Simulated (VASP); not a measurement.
# SiC (I-4m2) in VASP: further runs

The runs below take SiC through G0W0 quasiparticle levels, with PBE.

Everything below comes from runs of VASP 6.6.1. Logs are shortened: lines on timing, memory, paths and dates and some standing lists are left out, and cuts for length are marked.

### Step 1. The cell of the first run

It takes space group I-4m2 (No. 119, tetragonal). The conventional cell has a = 3.080 Å, b = 3.080 Å, c = 4.487 Å, α = 90.00°, β = 90.00°, γ = 90.00°. Si (site symmetry -4m2) has 4 C at 1.91 Å within 2.5 Å. Within 2.5 Å of C (site symmetry -4m2) lie 4 Si at 1.91 Å.

### Step 2. G0W0 quasiparticle levels, PBE

Input file POSCAR:

```
SiC
1.0
    0.0000000000      2.1780523510      2.2433939216
    2.1780523510      0.0000000000      2.2433939216
    2.1780523510      2.1780523510      0.0000000000
Si C
1 1
Direct
    0.0000000000      0.0000000000      0.0000000000
    0.2500000000      0.2500000000      0.2500000000
```

Input file INCAR.step1:

```
  PREC = Accurate
  ENCUT = 500
  EDIFF = 1E-8
  ISMEAR = 0
  SIGMA = 0.01
  LREAL = F
  LASPH = T
  NELM = 100
  ALGO = Normal
  LWAVE = T
  LCHARG = F
  GGA = PE
```

Input file INCAR.step2:

```
  PREC = Accurate
  ENCUT = 500
  EDIFF = 1E-8
  ISMEAR = 0
  SIGMA = 0.01
  LREAL = F
  LASPH = T
  NELM = 1
  ALGO = Exact
  LWAVE = T
  LCHARG = F
  GGA = PE
  NBANDS = 92
  LOPTICS = T
  ISTART = 1
```

Input file INCAR.step3:

```
  PREC = Accurate
  ENCUT = 500
  EDIFF = 1E-8
  ISMEAR = 0
  SIGMA = 0.01
  LREAL = F
  LASPH = T
  ALGO = EVGW0
  LWAVE = F
  LCHARG = F
  GGA = PE
  NELMGW = 1
  NBANDS = 92
  ENCUTGW = 150.0
  NOMEGA = 96
  PRECFOCK = Fast
  ISTART = 1
  NBANDSGW = 12
  OMEGAMAX = 20
```

Input file KPOINTS:

```
regular mesh
0
Gamma
  6 6 6
```

Potentials or basis: VASP PAW PBE potentials, release 64 (Si_GW, C_GW).

Launch:

```
$ cat potpaw_PBE.64/Si_GW/POTCAR potpaw_PBE.64/C_GW/POTCAR > POTCAR
$ cp INCAR.step1 INCAR
$ mpirun -np 1 vasp_std > vasp.out
$ cp INCAR.step2 INCAR
$ mpirun -np 1 vasp_std > vasp.out
$ cp INCAR.step3 INCAR
$ mpirun -np 1 vasp_std > vasp.out
```

OUTCAR:

```text
PREC = Accurate
   ENCUT = 500
   EDIFF = 1E-8
   ISMEAR = 0
   LREAL = F
   LASPH = T
   GGA = PE
   NELMGW = 1
   ENCUTGW = 150.0
   PRECFOCK = Fast
   ISTART = 1

 ion  position               nearest neighbor table
   1  0.000  0.000  0.000-   2 1.91   2 1.91   2 1.91   2 1.91
   2  0.250  0.250  0.250-   1 1.91   1 1.91   1 1.91   1 1.91

  LATTYP: Found a body centered tetragonal cell.
 ALAT       =     3.0802311743
 C/A-ratio  =     1.4566399693

  Lattice vectors:

 A1 = (  -2.1780523510,   0.0000000000,   2.2433939216)
 A2 = (   2.1780523510,   0.0000000000,   2.2433939216)
 A3 = (   0.0000000000,   2.1780523510,  -2.2433939216)

Analysis of symmetry for initial positions (statically):
=====================================================================
 Subroutine PRICEL returns:
 Original cell was already a primitive cell.

 Routine SETGRP: Setting up the symmetry group for a
 body centered tetragonal supercell.

 Subroutine GETGRP returns: Found  8 space group operations
 (whereof  8 operations were pure point group operations)
 out of a pool of 16 trial point group operations.

The static configuration has the point symmetry D_2d.

Analysis of symmetry for dynamics (positions and initial velocities):
=====================================================================
 Subroutine PRICEL returns:
 Original cell was already a primitive cell.

 Routine SETGRP: Setting up the symmetry group for a
 body centered tetragonal supercell.

 Subroutine GETGRP returns: Found  8 space group operations
 (whereof  8 operations were pure point group operations)
 out of a pool of 16 trial point group operations.

The dynamic configuration has the point symmetry D_2d.

 Subroutine INISYM returns: Found  8 space group operations
 (whereof  8 operations are pure point group operations),
 and found     1 'primitive' translations

----------------------------------------------------------------------------------------

                                     Primitive cell

  volume of cell :      21.2849

  direct lattice vectors                    reciprocal lattice vectors
     0.000000000  2.178052351  2.243393922    -0.229562894  0.229562894  0.222876596
     2.178052351  0.000000000  2.243393922     0.229562894 -0.229562894  0.222876596
     2.178052351  2.178052351  0.000000000     0.229562894  0.229562894 -0.222876596

  length of vectors
     3.126776028  3.126776028  3.080231174     0.393792104  0.393792104  0.393792104

  position of ions in fractional coordinates (direct lattice)
     0.000000000  0.000000000  0.000000000
     0.250000000  0.250000000  0.250000000

  ion indices of the primitive-cell ions
   primitive index   ion index
                 1           1
                 2           2

----------------------------------------------------------------------------------------

 KPOINTS: regular mesh

Automatic generation of k-mesh.
 Grid dimensions read from file:
 generate k-points for:    6    6    6

 Generating k-lattice:

  Cartesian coordinates                     Fractional coordinates (reciprocal lattice)
    -0.038260482  0.038260482  0.037146099     0.166666667  0.000000000  0.000000000
     0.038260482 -0.038260482  0.037146099     0.000000000  0.166666667  0.000000000
     0.038260482  0.038260482 -0.037146099    -0.000000000 -0.000000000  0.166666667

  Length of vectors
     0.065632017  0.065632017  0.065632017

  Shift w.r.t. Gamma in fractional coordinates (k-lattice)
     0.000000000  0.000000000  0.000000000

 Subroutine IBZKPT returns following result:
 ===========================================

 Found     30 irreducible k-points:

 Following reciprocal coordinates:
            Coordinates               Weight
  0.000000  0.000000  0.000000      1.000000
  0.166667  0.000000  0.000000      8.000000
  0.333333 -0.000000  0.000000      8.000000
  0.500000  0.000000  0.000000      4.000000
  0.166667  0.166667  0.000000      2.000000
  0.333333  0.166667  0.000000      8.000000
[... 16 lines left out ...]
  0.333333  0.000000  0.333333      4.000000
  0.500000  0.000000  0.333333     16.000000
 [... further k-points ...]
   k-points           NKPTS =     30   k-points in BZ     NKDIM =    216   number of bands    NBANDS=     92
   number of dos      NEDOS =    301   number of ions     NIONS =      2
   total plane-waves  NPLWV =  13824
   dimension x,y,z NGX =    24 NGY =   24 NGZ =   24
   dimension x,y,z NGXF=    48 NGYF=   48 NGZF=   48
   ions per type =               1   1
   NGX,Y,Z   is equivalent  to a cutoff of  12.76, 12.76, 12.95 a.u.
   NGXF,Y,Z  is equivalent  to a cutoff of  25.52, 25.52, 25.91 a.u.
 SYSTEM =  unknown system
   PREC   = accura    normal or accurate (medium, high low for compatibility)
   ISTART =      1    job   : 0-new  1-cont  2-samecut
   ICHARG =      0    charge: 1-file 2-atom 10-const
   ISPIN  =      1    spin polarized calculation?
   LNONCOLLINEAR =      F non collinear calculations
   LSORBIT =      F    spin-orbit coupling
   LASPH  =      T    aspherical Exc in radial PAW
   ENCUT  =  500.0 eV  36.75 Ry    6.06 a.u.   5.70  5.70  5.62*2*pi/ulx,y,z
   NELM   =     60;   NELMIN=  2; NELMDL=  0     # of ELM steps
   EDIFF  = 0.1E-07   stopping-criterion for ELM
   LREAL  =      F    real-space projection
   EDIFFG = 0.1E-06   stopping-criterion for IOM
   NSW    =      0    number of steps for IOM
   IBRION =     -1    ionic relax: 0-MD 1-quasi-New 2-CG
   NFREE  =      0    steps in history (QN), initial steepest desc. (CG)
   ISIF   =      0    stress and relaxation
   ISYM   =      3    0-nonsym 1-usesym 2-fastsym
   POTIM  = 0.5000    time-step for ionic-motion
   TEBEG  =    0.0;   TEEND  =   0.0 temperature during run
   PSTRESS=    0.0 pullay stress
   NELECT =       8.0000    total number of electrons
   NUPDOWN=      -1.0000    fix difference up-down
   EMIN   =  10.00;   EMAX   =-10.00  energy-range for DOS
   EFERMI =   0.00;   METHOD = LEGACY
   ISMEAR =     0;   SIGMA  =   0.01  broadening in eV -4-tet -1-fermi 0-gaus
   EFERMI_NEDOS =   21; number of points for ismear=-14 and -15
   IALGO  =     38    algorithm
   IMIX   =      4    mixing-type and parameters
     AMIX     =   0.40;   BMIX     =  1.00
     AMIX_MAG =   1.60;   BMIX_MAG =  1.00
  volume/ion in A,a.u.               =      10.64        71.82
  Fermi-wavevector in a.u.,A,eV,Ry     =   1.181447  2.232610 18.991231  1.395816
  Thomas-Fermi vector in A             =   2.317720
   LORBIT       =      0    0 simple, 1 ext, 2 COOP (PROOUT), +10 PAW based schemes
   GGA     = PE    functional components
   LHFCALC =     T    Hartree Fock is set to
   PRECFOCK=fast      Normal, Fast or Accurate (Low or Medium for compatibility)
   ENCUT4O =  -1.0   cutoff for four orbital integrals eV
   NKREDX  =     1    reduce k-point grid by
   NKREDY  =     1    reduce k-point grid by
   NKREDZ  =     1    reduce k-point grid by
   AEXX    =    1.0000 exact exchange contribution
   HFSCREEN=    0.0000 screening length (either q_TF or 0.3 A-1)
   HFSCREENC=   0.0000 screening length for correlation (either q_TF or 0.3 A-1)
   ENCUTFOCK=  -1.0 apply spherical cutoff to Coloumb kernel
   IVDW    =     0    specifies the selected vdW correction
   LEPSILON=     F    determine dielectric tensor
   LRPA    =     F    only Hartree local field effects (RPA)
   LRPAFORCE           =     F    calculate RPA forces
   ENCUTGW             = 150.0    cutoff for response function in eV
   ENCUTGWSOFT         = 120.0    soft cutoff for Coulomb kernel in GW response function in eV
   ENCUTLF             =  -1.0    cutoff for local field effects
   NELMGW              =     1    number of iterations in solving QP/BSE equation
   NELMHF              =     1    number of iterations in the inner HF iteration
   NKREDLFX            =     1    NKREDLFY  =   1   NKREDLFZ  =   1
 non-spin polarized calculation
 Gauss-broadening in eV      SIGMA  =   0.01
  energy-cutoff  :      500.00
  volume of cell :       21.28
 maximum number of plane-waves:       552
  NGX = 14; NGY = 14; NGZ = 14
   NGX = 11   NGY = 11   NGZ = 11
 maximum number of plane-waves:        96
 NGX is ok and might be reduce to    14

 QP shifts <psi_nk| G(iteration)W_0 |psi_nk>: iteration 1
 for sc-GW calculations column KS-energies equals QP-energies in previous step
 and V_xc(KS)=  KS-energies - (<T + V_ion + V_H > + <T+V_H+V_ion>^1  + <V_x>^1)

 k-point   1 :       0.0000    0.0000    0.0000
  band No.  KS-energies  QP-energies   sigma(KS)   V_xc(KS)     V^pw_x(r,r')   Z            occupation Imag(sigma)

      1      -7.7175      -8.7072     -14.0668     -12.6671     -21.5491       0.7071       2.0000       1.2737
      2       7.3348       6.7531     -15.4636     -14.7232     -17.3095       0.7857       2.0000       0.0280
      3       7.5437       6.9707     -15.4435     -14.7147     -17.2779       0.7863       2.0000       0.0277
      4       7.5437       6.9707     -15.4435     -14.7147     -17.2779       0.7863       2.0000       0.0277
      5      13.3621      13.8681     -12.4981     -13.1485      -7.4446       0.7779       0.0000      -0.0680
      6      14.5535      15.0941     -10.7729     -11.4565      -5.7138       0.7909       0.0000      -0.0687
      7      14.5535      15.0941     -10.7729     -11.4565      -5.7138       0.7909       0.0000      -0.0687
      8      14.6303      15.1693     -10.7867     -11.4682      -5.7139       0.7909       0.0000      -0.0683
      9      21.3242      21.9098     -10.5366     -11.2880      -4.5129       0.7795       0.0000      -0.2196
     10      22.2369      22.8317     -10.5718     -11.3335      -4.3717       0.7809       0.0000      -0.2707
     11      23.4961      23.7021      -9.4455      -9.7130      -2.9065       0.7701       0.0000      -0.3768
     12      23.7888      23.9932      -9.7938     -10.0597      -2.9447       0.7690       0.0000      -0.5773

 k-point   2 :       0.1667    0.0000    0.0000
  band No.  KS-energies  QP-energies   sigma(KS)   V_xc(KS)     V^pw_x(r,r')   Z            occupation Imag(sigma)
[... 353 lines left out ...]
      1      -3.4407      -4.3243     -14.9873     -13.7751     -21.3120       0.7289       2.0000       0.6882
      2       0.7480      -0.1105     -14.1617     -12.9902     -18.2758       0.7328       2.0000       0.1924
      3       3.2016       2.3617     -13.7993     -12.6929     -16.6788       0.7590       2.0000       0.0665
      4       4.6415       3.8514     -14.5599     -13.5327     -17.1382       0.7693       2.0000       0.0451
      5      10.0920      10.3691     -10.3870     -10.7297      -6.2123       0.8085       0.0000      -0.0492
      6      13.3758      13.8542     -10.8693     -11.4667      -6.1392       0.8008       0.0000      -0.0594
      7      18.8998      19.5085     -11.6373     -12.4488      -5.1255       0.7501       0.0000      -0.2129
      8      19.7271      20.3663     -11.8225     -12.6731      -5.1652       0.7516       0.0000      -0.2459
      9      21.4250      22.1001     -12.3512     -13.2662      -5.1549       0.7378       0.0000      -0.3513
     10      25.2246      25.7174     -10.7706     -11.4159      -3.5264       0.7636       0.0000      -0.5799
     11      28.4101      29.0366     -11.7857     -12.6256      -4.0503       0.7459       0.0000      -0.8511
     12      29.7917      30.4472     -11.5900     -12.4564      -4.0664       0.7566       0.0000      -0.9185

 [... further k-points ...]
```

Run time: 3.9 min. Hardware: 1 thread of Intel Xeon 6975P-C (Granite Rapids), shared host; peak memory 0.46 GiB.

What came out:

- Quasiparticle gap: 2.00 eV
- Least direct quasiparticle gap: 5.49 eV
- Band gap of the starting levels on the mesh: 1.22 eV
- Least direct gap of the starting levels on the mesh: 4.48 eV

Caveat: the k points lie up to 0.41 Å⁻¹ apart; bands, screening cutoff and mesh are small and nothing is extrapolated, so the quasiparticle values aren't converged.

[end of part 1 of 3]
